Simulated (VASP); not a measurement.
# SnSe (Fm-3m) in VASP: further runs

Aim: see how the results for SnSe move with the level of theory and the settings. Levels: PBEsol+D3(BJ), PBE+D3(BJ), LDA. Tasks: relaxation of cell and atoms, single point.

Everything below comes from runs of VASP 6.6.1. Logs are shortened: lines on timing, memory, paths and dates and some standing lists are left out, and cuts for length are marked.

## Step 1: The cell of the first run

Symmetry: Fm-3m, No. 225, cubic system. Conventional cell: a = 6.020 Å, b = 6.020 Å, c = 6.020 Å, α = 90.00°, β = 90.00°, γ = 90.00°. Sn (site symmetry m-3m) has 6 Se at 3.01 Å within 4.0 Å. Se (site symmetry m-3m) has 6 Sn at 3.01 Å within 4.0 Å.

## Step 2: Relaxation of cell and atoms, PBEsol+D3(BJ)

INCAR

```
SYSTEM = SnSe
PREC = Accurate
ENCUT = 600
EDIFF = 1E-7
ISMEAR = -1
SIGMA = 0.05
LREAL = .False.
LASPH = .True.
NELM = 100
ALGO = Normal
ISIF = 3
LWAVE = .False.
LCHARG = .False.
GGA = PS
IVDW = 12
IBRION = 2
NSW = 80
EDIFFG = -0.02
```

KPOINTS

```
regular mesh
0
Gamma
  8 8 8
  0 0 0
```

POSCAR

```
SnSe
1.0
    0.0000000000      3.0100000000      3.0100000000
    3.0100000000      0.0000000000      3.0100000000
    3.0100000000      3.0100000000      0.0000000000
Sn Se
1 1
Direct
    0.0000000000      0.0000000000      0.0000000000
    0.5000000000      0.5000000000      0.5000000000
```

Potentials or basis: VASP PAW PBE potentials, release 64 (Sn_d, Se).

Launch:

```sh
cat potpaw_PBE.64/Sn_d/POTCAR potpaw_PBE.64/Se/POTCAR > POTCAR
mpirun -np 1 vasp_std > vasp.out
```

OUTCAR:

```text
SYSTEM = SnSe
   PREC = Accurate
   ENCUT = 600
   EDIFF = 1E-7
   ISMEAR = -1
   LREAL = .False.
   LASPH = .True.
   NELM = 100
   ISIF = 3
   GGA = PS
   IVDW = 12
   IBRION = 2
   NSW = 80
   EDIFFG = -0.02
 IVDW          = 12

 ion  position               nearest neighbor table
   1  0.000  0.000  0.000-   2 3.01   2 3.01   2 3.01   2 3.01   2 3.01   2 3.01
   2  0.500  0.500  0.500-   1 3.01   1 3.01   1 3.01   1 3.01   1 3.01   1 3.01

  LATTYP: Found a face centered cubic cell.
 ALAT       =     6.0200000000

  Lattice vectors:

 A1 = (   0.0000000000,   3.0100000000,   3.0100000000)
 A2 = (   3.0100000000,   0.0000000000,   3.0100000000)
 A3 = (   3.0100000000,   3.0100000000,   0.0000000000)

Analysis of symmetry for initial positions (statically):
=====================================================================
 Subroutine PRICEL returns:
 Original cell was already a primitive cell.

 Routine SETGRP: Setting up the symmetry group for a
 face centered cubic supercell.

 Subroutine GETGRP returns: Found 48 space group operations
 (whereof 48 operations were pure point group operations)
 out of a pool of 48 trial point group operations.

The static configuration has the point symmetry O_h .

Analysis of symmetry for dynamics (positions and initial velocities):
=====================================================================
 Subroutine PRICEL returns:
 Original cell was already a primitive cell.

 Routine SETGRP: Setting up the symmetry group for a
 face centered cubic supercell.

 Subroutine GETGRP returns: Found 48 space group operations
 (whereof 48 operations were pure point group operations)
 out of a pool of 48 trial point group operations.

The dynamic configuration has the point symmetry O_h .

 Subroutine INISYM returns: Found 48 space group operations
 (whereof 48 operations are pure point group operations),
 and found     1 'primitive' translations

----------------------------------------------------------------------------------------

                                     Primitive cell

  volume of cell :      54.5418

  direct lattice vectors                    reciprocal lattice vectors
     0.000000000  3.010000000  3.010000000    -0.166112957  0.166112957  0.166112957
     3.010000000  0.000000000  3.010000000     0.166112957 -0.166112957  0.166112957
     3.010000000  3.010000000  0.000000000     0.166112957  0.166112957 -0.166112957

  length of vectors
     4.256782823  4.256782823  4.256782823     0.287716081  0.287716081  0.287716081

  position of ions in fractional coordinates (direct lattice)
     0.000000000  0.000000000  0.000000000
[... 72 lines left out ...]
   ISPIN  =      1    spin polarized calculation?
   LNONCOLLINEAR =      F non collinear calculations
   LSORBIT =      F    spin-orbit coupling
   LASPH  =      T    aspherical Exc in radial PAW
   ENCUT  =  600.0 eV  44.10 Ry    6.64 a.u.   8.50  8.50  8.50*2*pi/ulx,y,z
   NELM   =    100;   NELMIN=  2; NELMDL= -5     # of ELM steps
   EDIFF  = 0.1E-06   stopping-criterion for ELM
   LREAL  =      F    real-space projection
   EDIFFG = -.2E-01   stopping-criterion for IOM
   NSW    =     80    number of steps for IOM
   IBRION =      2    ionic relax: 0-MD 1-quasi-New 2-CG
   NFREE  =      1    steps in history (QN), initial steepest desc. (CG)
   ISIF   =      3    stress and relaxation
   ISYM   =      2    0-nonsym 1-usesym 2-fastsym
   POTIM  = 0.5000    time-step for ionic-motion
   TEBEG  =    0.0;   TEEND  =   0.0 temperature during run
   PSTRESS=    0.0 pullay stress
   NELECT =      20.0000    total number of electrons
   NUPDOWN=      -1.0000    fix difference up-down
   EMIN   =  10.00;   EMAX   =-10.00  energy-range for DOS
   EFERMI =   0.00;   METHOD = LEGACY
   ISMEAR =    -1;   SIGMA  =   0.05  broadening in eV -4-tet -1-fermi 0-gaus
   EFERMI_NEDOS =   21; number of points for ismear=-14 and -15
   IALGO  =     38    algorithm
   IMIX   =      4    mixing-type and parameters
     AMIX     =   0.40;   BMIX     =  1.00
     AMIX_MAG =   1.60;   BMIX_MAG =  1.00
  volume/ion in A,a.u.               =      27.27       184.03
  Fermi-wavevector in a.u.,A,eV,Ry     =   1.171768  2.214321 18.681350  1.373040
  Thomas-Fermi vector in A             =   2.308207
   LORBIT       =      0    0 simple, 1 ext, 2 COOP (PROOUT), +10 PAW based schemes
   GGA     = PS    functional components
   LHFCALC =     F    Hartree Fock is set to
   AEXX    =    0.0000 exact exchange contribution
   IVDW    =    12    specifies the selected vdW correction
   LEPSILON=     F    determine dielectric tensor
   LRPA    =     F    only Hartree local field effects (RPA)
 conjugate gradient relaxation of ions
 non-spin polarized calculation
  energy-cutoff  :      600.00
  volume of cell :       54.54
 maximum number of plane-waves:      1841
 NGX is ok and might be reduce to    36
   NGX = 17   NGY = 17   NGZ = 17

--------------------------------------- Ionic step        1  -------------------------------------------

 number of electron      19.9999999 magnetization

 Free energy of the ion-electron system (eV)
  ---------------------------------------------------
  ext. energy  EPLUGINS =         0.00000000
  ---------------------------------------------------
  free energy    TOTEN  =        -8.97424831 eV

  energy without entropy =       -8.97420841  energy(sigma->0) =       -8.97422836

 E-fermi :   5.6597     XC(G=0):  -9.7764

 val. band max:        5.3562344985   @ k =   0.5000   0.0000   0.0000
 cond. band min:       6.0068921543   @ k =   0.5000   0.0000   0.0000
 fundamental gap:      0.6506576557
 Fermi energy:         5.6597053476

 k-point     1 :       0.0000    0.0000    0.0000
  band No.  band energies     occupation
      1     -16.0438      2.00000
      2     -16.0438      2.00000
      3     -16.0438      2.00000
      4     -16.0431      2.00000
      5     -16.0431      2.00000
      6      -8.4368      2.00000
      7       0.3332      2.00000
      8       3.2593      2.00000
      9       3.2593      2.00000
     10       3.2593      2.00000
     11       9.7270      0.00000
     12       9.7270      0.00000
     13       9.7270      0.00000
     14      11.2452      0.00000
[... 470 lines left out ...]
--------------------------------------- Ionic step        3  -------------------------------------------

 number of electron      20.0000002 magnetization

 Free energy of the ion-electron system (eV)
  ---------------------------------------------------
  ext. energy  EPLUGINS =         0.00000000
  ---------------------------------------------------
  free energy    TOTEN  =        -8.97277865 eV

  energy without entropy =       -8.97272905  energy(sigma->0) =       -8.97275385

 E-fermi :   6.5798     XC(G=0): -10.1130

 val. band max:        6.2066599682   @ k =  -0.2500   0.1250   0.0000
 cond. band min:       6.9500417257   @ k =  -0.3750   0.1250   0.0000
 fundamental gap:      0.7433817575
 Fermi energy:         6.5798111192

 k-point     1 :       0.0000    0.0000    0.0000
  band No.  band energies     occupation
      1     -15.1949      2.00000
      2     -15.1949      2.00000
      3     -15.1920      2.00000
      4     -15.1920      2.00000
      5     -15.1920      2.00000
      6      -8.1166      2.00000
      7       1.4315      2.00000
      8       3.8890      2.00000
      9       3.8890      2.00000
     10       3.8890      2.00000
     11      10.8534      0.00000
     12      10.8534      0.00000
     13      10.8534      0.00000
     14      12.0021      0.00000
[... 424 lines left out ...]
  FREE ENERGIE OF THE ION-ELECTRON SYSTEM (eV)
  ---------------------------------------------------
  free  energy   TOTEN  =        -9.6828275265 eV

  energy  without entropy=       -9.6827779272  energy(sigma->0) =       -9.68280273

 reached required accuracy - stopping structural energy minimisation
```

OSZICAR:

```text
N       E                     dE             d eps       ncg     rms          rms(c)
DAV:   1     0.135330898910E+03    0.13533E+03   -0.11065E+04   818   0.195E+03
DAV:   2     0.415433926059E+01   -0.13118E+03   -0.12888E+03   866   0.405E+02
DAV:   3    -0.881901783161E+01   -0.12973E+02   -0.12767E+02  1064   0.106E+02
DAV:   4    -0.913703088359E+01   -0.31801E+00   -0.31792E+00   896   0.190E+01
[... 26 lines left out ...]
DAV:   5    -0.897278543913E+01    0.73433E-04   -0.13871E-04  1216   0.149E-01    0.202E-02
DAV:   6    -0.897277928030E+01    0.61588E-05   -0.17836E-05   974   0.707E-02    0.419E-03
DAV:   7    -0.897277838842E+01    0.89188E-06   -0.28273E-06   992   0.306E-02    0.172E-03
DAV:   8    -0.897277857528E+01   -0.18686E-06   -0.28207E-07   824   0.503E-03    0.348E-04
DAV:   9    -0.897277864821E+01   -0.72926E-07   -0.13054E-08   442   0.115E-03
   3 F= -.96828275E+01 E0= -.96828027E+01  d E =-.497188E-01
```

CONTCAR:

```text
SnSe
   1.00000000000000
     0.0000000000000000    2.9368480985077117    2.9368480985077117
     2.9368480985077117    0.0000000000000000    2.9368480985077117
     2.9368480985077117    2.9368480985077117    0.0000000000000000
  Sn              Se
     1     1
Direct
     0.0000000000000000    0.0000000000000000    0.0000000000000000
     0.5000000000000000    0.5000000000000000    0.5000000000000000

  0.00000000E+00  0.00000000E+00  0.00000000E+00
  0.00000000E+00  0.00000000E+00  0.00000000E+00
```

It took 2.1 min on 1 thread of Intel Xeon 8259CL, shared host; peak memory 0.23 GiB.

What came out:

```
Free energy                           : -9.6828 eV
Relaxed volume                        : 25.33 Å³/atom
Relaxed cell                          : a = 4.153 Å, b = 4.153 Å, c = 4.153 Å, α = 60.00°, β = 60.00°, γ = 60.00°
Space group after relaxing (to 0.1 Å) : Fm-3m (No. 225)
Energy gained by relaxing             : 24.9 meV/atom
Ionic steps                           : 3
Pressure after relaxing               : 0.0 GPa
Band gap on the k mesh                : 0.74 eV (least direct gap 0.92 eV)
Dispersion energy per atom            : -0.355 eV
```

Step by step:
```csv
step,energy change (eV),largest force (eV/Å),pressure (GPa),volume (Å³)
1,0.0000,0.0000,-3.85,54.54
2,-0.0446,0.0000,1.46,49.53
3,-0.0497,0.0000,0.00,50.66
```

Final structure:
```xyz
2
Lattice="0.0000 2.9368 2.9368 2.9368 0.0000 2.9368 2.9368 2.9368 0.0000" Properties=species:S:1:pos:R:3 pbc="T T T"
Sn    0.0000    0.0000    0.0000
Se    2.9368    2.9368    2.9368
```

Levels at points of the mesh, in eV from the valence-band top:
| k point | band 8 | band 9 | band 10 | band 11 | band 12 | band 13 |
| --- | --- | --- | --- | --- | --- | --- |
| (0.00, 0.00, 0.00) | -2.32 | -2.32 | -2.32 | 4.65 | 4.65 | 4.65 |
| (0.50, 0.00, 0.00) | -2.05 | -2.05 | -0.06 | 0.94 | 1.24 | 1.24 |
| (0.50, 0.50, 0.00) | -5.95 | -3.93 | -3.93 | 2.75 | 5.83 | 5.83 |

Caveat: semilocal functionals underestimate gaps, and a narrow one can read as zero; the PAW data sets were made with another functional, which shifts forces and pressure a little; spin-orbit coupling is left out, which moves the levels of the heavy elements. A k mesh can miss the band edges.

## Step 3: Relaxation of cell and atoms, PBE+D3(BJ)

INCAR

```
  PREC = Accurate
  ENCUT = 600
  EDIFF = 1E-6
  ISMEAR = -1
  SIGMA = 0.05
  LREAL = F
  LASPH = T
  NELM = 60
  ALGO = Normal
  ISIF = 3
  LWAVE = F
  LCHARG = F
  GGA = PE
  IVDW = 12
  IBRION = 2
  NSW = 80
  EDIFFG = -0.02
```

KPOINTS

```
Automatic mesh
0
Gamma
  8 8 8
```

POSCAR is that of step 2.

Potentials or basis: VASP PAW PBE potentials, release 64 (Sn_d, Se).

Launch:

```sh
cat potpaw_PBE.64/Sn_d/POTCAR potpaw_PBE.64/Se/POTCAR > POTCAR
mpirun -np 1 vasp_std > vasp.out
```

It took 1.9 min on 1 thread of Intel Xeon 8259CL, shared host; peak memory 0.24 GiB.

The run converged. Its results:

| Quantity | Value |
| --- | --- |
| Free energy | -8.9304 eV |
| Relaxed volume | 26.65 Å³/atom |
| Relaxed cell | a = 4.224 Å, b = 4.224 Å, c = 4.224 Å, α = 60.00°, β = 60.00°, γ = 60.00° |
| Space group after relaxing (to 0.1 Å) | Fm-3m (No. 225) |
| Energy gained by relaxing | 2.4 meV/atom |
| Ionic steps | 3 |
| Pressure after relaxing | 0.0 GPa |
| Band gap on the k mesh | 0.69 eV |
| Dispersion energy per atom | -0.362 eV |

Step by step:
| step | energy change (eV) | largest force (eV/Å) | pressure (GPa) | volume (Å³) |
| --- | --- | --- | --- | --- |
| 1 | 0.0000 | 0.0000 | -1.20 | 54.54 |
| 2 | -0.0043 | 0.0000 | 0.37 | 52.94 |
| 3 | -0.0047 | 0.0000 | 0.00 | 53.30 |

Final structure:
```yaml
crystal:
  lattice:
    - [0.00000, 2.98694, 2.98694]
    - [2.98694, 0.00000, 2.98694]
    - [2.98694, 2.98694, 0.00000]
  atoms:
    - { symbol: Sn, position: [0.00000, 0.00000, 0.00000] }
    - { symbol: Se, position: [0.50000, 0.50000, 0.50000] }
```

Levels at points of the mesh, in eV from the valence-band top:
| k point | band 7 | band 8 | band 9 | band 10 | band 11 | band 12 | band 13 | band 14 |
| --- | --- | --- | --- | --- | --- | --- | --- | --- |
| (0.00, 0.00, 0.00) | -4.97 | -2.24 | -2.24 | -2.24 | 4.42 | 4.42 | 4.42 | 5.86 |
| (0.50, 0.00, 0.00) | -8.15 | -1.99 | -1.99 | 0.00 | 0.69 | 1.26 | 1.26 | 8.33 |
| (0.50, 0.50, 0.00) | -5.99 | -5.61 | -3.73 | -3.73 | 2.97 | 5.50 | 5.50 | 6.14 |

Caveat: semilocal functionals underestimate gaps, and a narrow one can read as zero; spin-orbit coupling is left out, which moves the levels of the heavy elements. A k mesh can miss the band edges.

## Step 4: Single point, LDA, non-collinear spin, zero start, spin-orbit coupling

INCAR

```
PREC = Accurate ; ENCUT = 520
EDIFF = 1E-7 ; ISMEAR = -1
SIGMA = 0.05 ; LREAL = False
LASPH = True ; NELM = 150
ALGO = Normal ; ISIF = 2
LWAVE = False ; LCHARG = False
MAGMOM = 0 0 0 0 0 0 ; LORBIT = 11
LSORBIT = True ; GGA_COMPAT = False
LORBMOM = True ; GGA = CA
NBANDS = 32
```

KPOINTS

```
regular mesh
0
Gamma
  6 6 6
```

POSCAR is that of step 3.

Potentials or basis: VASP PAW LDA potentials, release 64 (Sn_d, Se).

Launch:

```sh
cat potpaw_LDA.64/Sn_d/POTCAR potpaw_LDA.64/Se/POTCAR > POTCAR
mpirun -np 1 vasp_ncl > vasp.out
```

OUTCAR:

```text
PREC = Accurate
   ENCUT = 520
   EDIFF = 1E-7
   ISMEAR = -1
   LREAL = False
   LASPH = True
   NELM = 150
   ISIF = 2
   LORBIT = 11
   LSORBIT = True
   GGA = CA

 ion  position               nearest neighbor table
   1  0.000  0.000  0.000-   2 3.01   2 3.01   2 3.01   2 3.01   2 3.01   2 3.01
   2  0.500  0.500  0.500-   1 3.01   1 3.01   1 3.01   1 3.01   1 3.01   1 3.01

  LATTYP: Found a face centered cubic cell.
 ALAT       =     6.0200000000

  Lattice vectors:

 A1 = (   0.0000000000,   3.0100000000,   3.0100000000)
 A2 = (   3.0100000000,   0.0000000000,   3.0100000000)
[... 839 lines left out ...]
     0.0000112     0.0000028     0.0000000     0.0000028     0.0000000
 l=   3
     0.0000000     0.0000000     0.0000000     0.0000000     0.0000000     0.0000000     0.0000000
     0.0000000     0.0000000     0.0000000     0.0000000     0.0000000     0.0000000     0.0000000
     0.0000000     0.0000000     0.0000000     0.0000000     0.0000000     0.0000000     0.0000000
     0.0000000     0.0000000     0.0000000     0.0000000     0.0000000     0.0000000     0.0000000
     0.0000000     0.0000000     0.0000000     0.0000000     0.0000000     0.0000000     0.0000000
     0.0000000     0.0000000     0.0000000     0.0000000     0.0000000     0.0000000     0.0000000
     0.0000000     0.0000000     0.0000000     0.0000000     0.0000000     0.0000000     0.0000000

 total charge

# of ion       s       p       d       tot
------------------------------------------
    1        1.385   0.694   9.986  12.064
    2        1.487   2.273   0.025   3.786
--------------------------------------------------
tot          2.872   2.967  10.011  15.850

 magnetization (x)

# of ion       s       p       d       tot
------------------------------------------
    1       -0.000   0.000   0.000  -0.000
    2       -0.000   0.000  -0.000  -0.000
--------------------------------------------------
tot         -0.000   0.000  -0.000  -0.000

 magnetization (y)

# of ion       s       p       d       tot
------------------------------------------
    1        0.000   0.000   0.000   0.000
    2       -0.000   0.000   0.000  -0.000
--------------------------------------------------
tot          0.000   0.000   0.000   0.000

 magnetization (z)

# of ion       s       p       d       tot
------------------------------------------
    1        0.000  -0.000   0.000  -0.000
    2       -0.000   0.000  -0.000  -0.000
--------------------------------------------------
tot         -0.000  -0.000   0.000  -0.000
```

It took 92 s on 1 thread of Intel Xeon 8259CL, shared host; peak memory 0.26 GiB.

Results:

| Item | Value |
| --- | --- |
| Free energy | -9.5618 eV |
| Pressure | -3.6 GPa |
| Net moment | 0.00 μB per cell |
| Valence electrons inside the program's atomic spheres | Sn 12.06; Se 3.79 |

Moments on the atoms (μB; x, y, z):
```
Sn  0.00 0.00 0.00
Se  0.00 0.00 0.00
```

Caveat: the cell stands under tension.

## Step 5: Summary

```tsv
task	level	potentials or basis	spin	cell	k mesh	cutoff (eV)	gap on the mesh (eV)	pressure (GPa)	relaxed volume (Å³/atom)
relaxation of cell and atoms	PBEsol+D3(BJ)	VASP PAW PBE potentials, release 64 (Sn_d, Se)	off	relaxed	8 × 8 × 8	600	0.74	0.0	25.33
relaxation of cell and atoms	PBE+D3(BJ)	VASP PAW PBE potentials, release 64 (Sn_d, Se)	off	relaxed	8 × 8 × 8	600	0.69	0.0	26.65
single point	LDA	VASP PAW LDA potentials, release 64 (Sn_d, Se)	non-collinear, zero start, SOC	as given	6 × 6 × 6	520	-	-3.6	-
```

Alike in all rows: smearing fermi-dirac 0.05 eV.

Caveats: semilocal functionals underestimate gaps, and a narrow one can read as zero (at least some runs); spin-orbit coupling is left out, which moves the levels of the heavy elements (at least some runs); the PAW data sets were made with another functional, which shifts forces and pressure a little (at least some runs); the cell stands under tension (at least some runs).

Absolute energies hang on the potentials; compare differences alone.
